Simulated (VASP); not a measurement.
The system is Sc2GaS.

```
Sc Ga S
1.0
     3.84697    0.00000    0.00000
     0.00000    3.84697    0.00000
     0.00000    0.00000    5.56380
Sc Ga S
2 1 1
Direct
  0.50000 0.00000 0.27642
  0.00000 0.50000 0.72358
  0.00000 0.00000 0.50000
  0.50000 0.50000 0.00000
```

The cell was generated, and may not be a known phase.

```yaml
Program: VASP 6.6.1
Task: relaxation of cell and atoms
Functional: PBE
Potentials_or_basis: VASP PAW PBE potentials, release 64 (Sc_sv, Ga_d, S)
Cutoff: 600 eV
k_mesh: 4 × 4 × 4
Occupations: gaussian, width 0.1 eV
Spin: no spin polarisation
```

At the start: pressure 24.1 GPa; volume 20.58 Å³/atom.

How do energy, volume and symmetry change on relaxing?

Over 18 steps the energy falls by 612.6 meV/atom and the volume is 25.67 Å³/atom (+24.7 %); space group P-4m2 (No. 115, to 0.1 Å) before and after.

Step by step:
| step | energy change (eV) | largest force (eV/Å) | pressure (GPa) | volume (Å³) |
| --- | --- | --- | --- | --- |
| 1 | 0.0000 | 3.3067 | 24.08 | 82.34 |
| 2 | -1.8369 | 0.7424 | -5.46 | 124.98 |
| 3 | -2.0593 | 1.1694 | -1.27 | 111.06 |
| 4 | -2.2010 | 0.8423 | -0.70 | 109.05 |
| 5 | -2.3299 | 0.2364 | 1.86 | 103.72 |
| 6 | -2.3398 | 0.0650 | 1.05 | 105.00 |
| 7 | -2.3402 | 0.0147 | 1.18 | 104.78 |
| 8 | -2.3617 | 0.1272 | -0.47 | 108.05 |
| 9 | -2.3617 | 0.1259 | -0.45 | 108.02 |
| 10 | -2.3766 | 0.1605 | -0.39 | 107.55 |
| 11 | -2.4172 | 0.2399 | -0.18 | 105.93 |
| 12 | -2.4306 | 0.3163 | 0.17 | 101.81 |
| 13 | -2.4386 | 0.3045 | 0.05 | 103.28 |
| 14 | -2.4449 | 0.0737 | -0.49 | 103.00 |
| 15 | -2.4475 | 0.0615 | -0.32 | 103.10 |
| 16 | -2.4444 | 0.0088 | 1.02 | 100.80 |
| 17 | -2.4492 | 0.0382 | 0.17 | 102.24 |
| 18 | -2.4506 | 0.0325 | 0.03 | 102.69 |

Final structure:
```
Sc Ga S
1.0
     3.78892    0.00000    0.00000
     0.00000    3.78892    0.00000
     0.00000    0.00000    7.15304
Sc Ga S
2 1 1
Direct
  0.50000 0.00000 0.23035
  0.00000 0.50000 0.76965
  0.00000 0.00000 0.50000
  0.50000 0.50000 0.00000
```

Caveat: the k points lie up to 0.41 Å⁻¹ apart in the final cell, too coarse for converged energies and pressures of a metal; the volume moved by over 15 % at a fixed basis, so the end points are rough.
